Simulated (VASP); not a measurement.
# Zn4HO4 (a cell with a defect) in VASP: single point with PBEsol

Aim: the single point of Zn4HO4 (a cell with a defect) with PBEsol.

All numbers are computed with VASP 6.6.1; they aren't measurements. Logs are shortened: lines on timing, memory, paths and dates and some standing lists are left out, and cuts for length are marked.

### Step 1. The cell of the first run

The cell holds a defect, 9 atoms: a = 5.515 Å, b = 5.515 Å, c = 3.243 Å, α = 90.00°, β = 90.00°, γ = 90.00°.

### Step 2. Single point, PBEsol

INCAR reads:

```
PREC = Accurate
ENCUT = 520
EDIFF = 1E-6
ISMEAR = 0
SIGMA = 0.05
LREAL = F
LASPH = T
NELM = 60
ALGO = Normal
ISIF = 2
LWAVE = F
LCHARG = T
GGA = PS
LELF = T
LVHAR = T
NBANDS = 46
```

KPOINTS reads:

```
regular mesh
0
Gamma
  4 4 8
```

POSCAR reads:

```
Zn4HO4
1.0
    5.5148137916      0.0000000000      0.0000000000
    0.0000000000      5.5148137916      0.0000000000
    0.0000000000      0.0000000000      3.2430062931
Zn O H
4 4 1
Direct
    0.1820657240      0.1820657240      0.5000000000
    0.8179342760      0.8179342760      0.5000000000
    0.6820657240      0.3179342760      0.0000000000
    0.3179342760      0.6820657240      0.0000000000
    0.8180023132      0.1819976868      0.5000000000
    0.1819976868      0.8180023132      0.5000000000
    0.6819976868      0.6819976868      0.0000000000
    0.3180023132      0.3180023132      0.0000000000
    1.0000405349     -0.0180023132      0.2000000000
```

Potentials or basis: VASP PAW PBE potentials, release 64 (Zn, O, H).

Command:

```bash
> cat potpaw_PBE.64/Zn/POTCAR potpaw_PBE.64/O/POTCAR potpaw_PBE.64/H/POTCAR > POTCAR
> mpirun -np 1 vasp_std > vasp.out
```

OUTCAR:

```text
PREC = Accurate
   ENCUT = 520
   EDIFF = 1E-6
   ISMEAR = 0
   LREAL = F
   LASPH = T
   NELM = 60
   ISIF = 2
   GGA = PS

 ion  position               nearest neighbor table
   1  0.182  0.182  0.500-   9 1.78   8 1.94   8 1.94   6 2.01   5 2.01   2 2.84
   2  0.818  0.818  0.500-   9 1.67   7 1.94   7 1.94   6 2.01   5 2.01   1 2.84
   3  0.682  0.318  0.000-   5 1.94   5 1.94   8 2.01   7 2.01   4 2.84
   4  0.318  0.682  0.000-   6 1.94   6 1.94   8 2.01   7 2.01   3 2.84
   5  0.818  0.182  0.500-   3 1.94   3 1.94   1 2.01   2 2.01
   6  0.182  0.818  0.500-   4 1.94   4 1.94   1 2.01   2 2.01
   7  0.682  0.682  0.000-   2 1.94   2 1.94   4 2.01   3 2.01
   8  0.318  0.318  0.000-   1 1.94   1 1.94   4 2.01   3 2.01
   9  0.000  0.982  0.200-   2 1.67   1 1.78

  LATTYP: Found a simple tetragonal cell.
 ALAT       =     5.5148137916
 C/A-ratio  =     0.5880536344

  Lattice vectors:

 A1 = (   5.5148137916,   0.0000000000,   0.0000000000)
 A2 = (   0.0000000000,   5.5148137916,   0.0000000000)
 A3 = (   0.0000000000,   0.0000000000,   3.2430062931)

Analysis of symmetry for initial positions (statically):
=====================================================================
 Subroutine PRICEL returns:
 Original cell was already a primitive cell.

 Routine SETGRP: Setting up the symmetry group for a
 simple tetragonal supercell.

 Subroutine GETGRP returns: Found  1 space group operations
 (whereof  1 operations were pure point group operations)
 out of a pool of 16 trial point group operations.

The static configuration has the point symmetry C_1 .

Analysis of symmetry for dynamics (positions and initial velocities):
=====================================================================
 Subroutine PRICEL returns:
 Original cell was already a primitive cell.

 Routine SETGRP: Setting up the symmetry group for a
 simple tetragonal supercell.

 Subroutine GETGRP returns: Found  1 space group operations
 (whereof  1 operations were pure point group operations)
 out of a pool of 16 trial point group operations.

The dynamic configuration has the point symmetry C_1 .

 Subroutine INISYM returns: Found  1 space group operations
 (whereof  1 operations are pure point group operations),
 and found     1 'primitive' translations

[... 114 lines left out ...]
   ISIF   =      2    stress and relaxation
   ISYM   =      2    0-nonsym 1-usesym 2-fastsym
   POTIM  = 0.5000    time-step for ionic-motion
   TEBEG  =    0.0;   TEEND  =   0.0 temperature during run
   PSTRESS=    0.0 pullay stress
   NELECT =      73.0000    total number of electrons
   NUPDOWN=      -1.0000    fix difference up-down
   EMIN   =  10.00;   EMAX   =-10.00  energy-range for DOS
   EFERMI =   0.00;   METHOD = LEGACY
   ISMEAR =     0;   SIGMA  =   0.05  broadening in eV -4-tet -1-fermi 0-gaus
   EFERMI_NEDOS =   21; number of points for ismear=-14 and -15
   IALGO  =     38    algorithm
   IMIX   =      4    mixing-type and parameters
     AMIX     =   0.40;   BMIX     =  1.00
     AMIX_MAG =   1.60;   BMIX_MAG =  1.00
  volume/ion in A,a.u.               =      10.96        73.95
  Fermi-wavevector in a.u.,A,eV,Ry     =   1.480855  2.798411 29.836656  2.192932
  Thomas-Fermi vector in A             =   2.594838
   LORBIT       =      0    0 simple, 1 ext, 2 COOP (PROOUT), +10 PAW based schemes
   GGA     = PS    functional components
   LHFCALC =     F    Hartree Fock is set to
   AEXX    =    0.0000 exact exchange contribution
   IVDW    =     0    specifies the selected vdW correction
   LEPSILON=     F    determine dielectric tensor
   LRPA    =     F    only Hartree local field effects (RPA)
 non-spin polarized calculation
 Gauss-broadening in eV      SIGMA  =   0.05
  energy-cutoff  :      520.00
  volume of cell :       98.63
 maximum number of plane-waves:      2684
 NGX is ok and might be reduce to    42
   NGX = 21   NGY = 21   NGZ = 13

 number of electron      73.0000002 magnetization

 Free energy of the ion-electron system (eV)
  ---------------------------------------------------
  ext. energy  EPLUGINS =         0.00000000
  ---------------------------------------------------
  free energy    TOTEN  =       -38.98196027 eV

  energy without entropy =      -38.98039291  energy(sigma->0) =      -38.98117659

 E-fermi :   2.9286     XC(G=0): -11.1218

 val. band max:        2.9245126612   @ k =   0.5000   0.5000   0.3750
 cond. band min:       2.9463649256   @ k =   0.5000   0.5000   0.1250
 fundamental gap:      0.0218522644
 Fermi energy:         2.9285574510

 k-point     1 :       0.0000    0.0000    0.0000
  band No.  band energies     occupation
      1     -17.3158      2.00000
      2     -16.5745      2.00000
      3     -16.2945      2.00000
      4     -16.2232      2.00000
      5      -6.7738      2.00000
      6      -5.2920      2.00000
[... 1165 lines left out ...]
     45      11.1149      0.00000
     46      11.4376      0.00000

 [... further k-points ...]

------------------------ aborting loop because EDIFF is reached ----------------------------------------

  FORCE on cell =-STRESS in cart. coord.  units (eV):
  Direction    XX          YY          ZZ          XY          YZ          ZX
  --------------------------------------------------------------------------------------
  -------------------------------------------------------------------------------------
  Total        4.7748186      4.7045201      4.1017990      0.1523740      0.0275944     -0.1038906
  in kB       77.5636005     76.4216500     66.6308669      2.4752095      0.4482523     -1.6876309
  external PRESSURE =      73.5387058 kB  Pullay stress =       0.0000000 kB

 VOLUME and BASIS-vectors are now :
 -----------------------------------------------------------------------------
  energy-cutoff  :      520.00
  volume of cell :       98.63
      direct lattice vectors                 reciprocal lattice vectors
     5.514813792  0.000000000  0.000000000     0.181329785  0.000000000  0.000000000
     0.000000000  5.514813792  0.000000000     0.000000000  0.181329785  0.000000000
     0.000000000  0.000000000  3.243006293     0.000000000  0.000000000  0.308355862

 POSITION                                       TOTAL-FORCE (eV/Angst)
 -----------------------------------------------------------------------------------
      1.00406      1.00406      1.62150         0.492594      0.649042      0.455291
      4.51076      4.51076      1.62150        -0.856627     -0.669689      0.738243
      3.76147      1.75335      0.00000        -0.086677      0.068226      0.002983
      1.75335      3.76147      0.00000         0.173635     -0.191667      0.006041
      4.51113      1.00368      1.62150        -0.544215      0.647604      0.309589
      1.00368      4.51113      1.62150         0.700934     -0.576566      0.312845
      3.76109      3.76109      0.00000        -0.172965     -0.140986     -0.290989
      1.75372      1.75372      0.00000         0.090308      0.115791     -0.179559
      0.00022      5.41553      0.64860         0.203012      0.098245     -1.354442
 -----------------------------------------------------------------------------------
    total drift:                               -0.000103     -0.000161      0.000029

  FREE ENERGIE OF THE ION-ELECTRON SYSTEM (eV)
  ---------------------------------------------------
  free  energy   TOTEN  =       -38.9819602739 eV

  energy  without entropy=      -38.9803929138  energy(sigma->0) =      -38.98117659
```

OSZICAR:

```text
N       E                     dE             d eps       ncg     rms          rms(c)
DAV:   1     0.761369324122E+03    0.76137E+03   -0.35089E+04  6288   0.226E+03
DAV:   2     0.773963851315E+02   -0.68397E+03   -0.64933E+03  6312   0.533E+02
DAV:   3    -0.385331134652E+02   -0.11593E+03   -0.11323E+03  6834   0.200E+02
DAV:   4    -0.446821357961E+02   -0.61490E+01   -0.61037E+01  7284   0.483E+01
DAV:   5    -0.447445044092E+02   -0.62369E-01   -0.62344E-01  6758   0.510E+00    0.206E+01
DAV:   6    -0.386839812687E+02    0.60605E+01   -0.17662E+01 10360   0.789E+01    0.138E+01
DAV:   7    -0.390809235086E+02   -0.39694E+00   -0.65150E+00  7142   0.248E+01    0.812E+00
DAV:   8    -0.390850729714E+02   -0.41495E-02   -0.16761E+00  8968   0.208E+01    0.283E+00
DAV:   9    -0.389838141505E+02    0.10126E+00   -0.29229E-01  9554   0.126E+01    0.812E-01
DAV:  10    -0.389808338904E+02    0.29803E-02   -0.12756E-01  8442   0.285E+00    0.151E-01
DAV:  11    -0.389818694567E+02   -0.10356E-02   -0.12403E-02  6944   0.118E+00    0.103E-01
DAV:  12    -0.389820020537E+02   -0.13260E-03   -0.10411E-03  7134   0.879E-01    0.798E-02
DAV:  13    -0.389819646184E+02    0.37435E-04   -0.59242E-04  9570   0.598E-01    0.293E-02
DAV:  14    -0.389819597177E+02    0.49007E-05   -0.12859E-04  8770   0.124E-01    0.149E-02
DAV:  15    -0.389819596613E+02    0.56349E-07   -0.25459E-05  7914   0.509E-02    0.533E-03
DAV:  16    -0.389819602739E+02   -0.61256E-06   -0.30795E-06  5934   0.230E-02
   1 F= -.38981960E+02 E0= -.38981177E+02  d E =-.156736E-02
```

stdout:

```text
POSCAR found type information on POSCAR ZnO H
 POSCAR found :  3 types and       9 ions
 scaLAPACK will be used
 -----------------------------------------------------------------------------
|                                                                             |
|                                                                             |
|     You enforced a specific xc type in the INCAR file but a different       |
|     I HOPE YOU KNOW WHAT YOU ARE DOING!                                     |
|                                                                             |
 -----------------------------------------------------------------------------

 LDA part: xc-table for (Slater+PW92), standard interpolation
 POSCAR, INCAR and KPOINTS ok, starting setup
 FFT: planning ... GRIDC
 FFT: planning ... GRID_SOFT
 FFT: planning ... GRID
 WAVECAR not read
 entering main loop
```

Run time: 3.6 min. Hardware: 1 thread of AMD EPYC 9R45 (Zen 5), shared host; peak memory 0.33 GiB.

Results:

| Property | Result |
| --- | --- |
| Free energy | -38.9820 eV |
| Pressure | 7.4 GPa |
| Largest force | 1.373 eV/Å |
| Band gap on the k mesh | zero (an odd number of electrons rules out a gap without spin polarisation) |

Forces in eV/Å, atoms in the order of the input:
```
Zn   0.493  0.649  0.455
Zn  -0.857 -0.670  0.738
Zn  -0.087  0.068  0.003
Zn   0.174 -0.192  0.006
O   -0.544  0.648  0.310
O    0.701 -0.577  0.313
O   -0.173 -0.141 -0.291
O    0.090  0.116 -0.180
H    0.203  0.098 -1.354
```

Caveat: the PAW data sets were made with another functional, which shifts forces and pressure a little; an odd number of electrons without spin polarisation forces a metal; a magnetic or distorted state may lie lower.

The gap in the log of VASP goes by the Fermi energy; the results here count the filled bands.